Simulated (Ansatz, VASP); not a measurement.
ZrC in VASP and in Ansatz

```
Zr C
1.0
     0.00000    2.33444    2.33444
     2.33444    0.00000    2.33444
     2.33444    2.33444    0.00000
Zr C
1 1
Direct
  0.50000 0.50000 0.50000
  0.00000 0.00000 0.00000
```

Change from the starting cell: volume scaled by 0.98.

Alike in both runs: task single point; functional PBEsol; k mesh 15 × 15 × 15; occupations fermi-dirac, width 0.05 eV; no spin polarisation.

|  | VASP | Ansatz |
| --- | --- | --- |
| version | VASP 6.6.1 | Ansatz 0.2.0 |
| potentials or method | VASP PAW PBE potentials, release 64 (Zr_sv, C), cutoff 600 eV | all-electron LAPW, scalar-relativistic |

VASP gave:

```
pressure (GPa) : 0.3
```

Task: What did Ansatz give for the same quantities?

Result: Pressure (GPa): 0.1.

VASP's potentials were made for PBE, not for PBEsol. Ansatz ran all-electron here, and VASP with PAW potentials.
